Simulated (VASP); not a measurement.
# AlN: single point with PBE

Crystal: AlN.

```xyz
2
Lattice="0.0000 2.0345 2.0650 2.0345 0.0000 2.0650 2.0345 2.0345 0.0000" Properties=species:S:1:pos:R:3 pbc="T T T"
Al    2.0345    2.0345    2.0650
N     0.0000    0.0000    0.0000
```

This cell differs from its parent crystal: strain +0.000 along x and y, +0.015 along z.

```yaml
Program: VASP 6.6.1
Task: single point
Functional: PBE
Potentials_or_basis: VASP PAW PBE potentials, release 64 (Al, N)
Cutoff: 520 eV
k_mesh: 10 × 10 × 10
Occupations: gaussian, width 0.05 eV
Spin: no spin polarisation
```

The pressure is -3.5 GPa and the band gap on the k mesh is 4.17 eV, indirect (least direct gap 5.12 eV).

Stress tensor (GPa, compression positive):
```
-2.41  0.00  0.00
 0.00 -2.41  0.00
 0.00  0.00 -5.78
```

Levels at points of the mesh, in eV from the valence-band top:
| k point | band 2 | band 3 | band 4 | band 5 | band 6 | band 7 |
| --- | --- | --- | --- | --- | --- | --- |
| (0.00, 0.00, 0.00) | -0.11 | -0.11 | 0.00 | 5.12 | 11.86 | 12.05 |
| (0.50, 0.00, 0.00) | -8.16 | -1.11 | -1.06 | 5.84 | 10.51 | 10.82 |
| (0.50, 0.50, 0.00) | -7.27 | -2.71 | -2.71 | 4.31 | 5.38 | 13.44 |
| (0.50, 0.00, 0.50) | -7.20 | -2.91 | -2.72 | 4.17 | 5.24 | 13.63 |

Run time: 7.4 s on 1 thread of Intel(R) Xeon(R) 6975P-C (Granite Rapids), with other jobs on the host, peak memory 0.14 GiB.

Caveat: the cell differs from its parent crystal (strain +0.000 along x and y, +0.015 along z). A k mesh can miss the band edges.
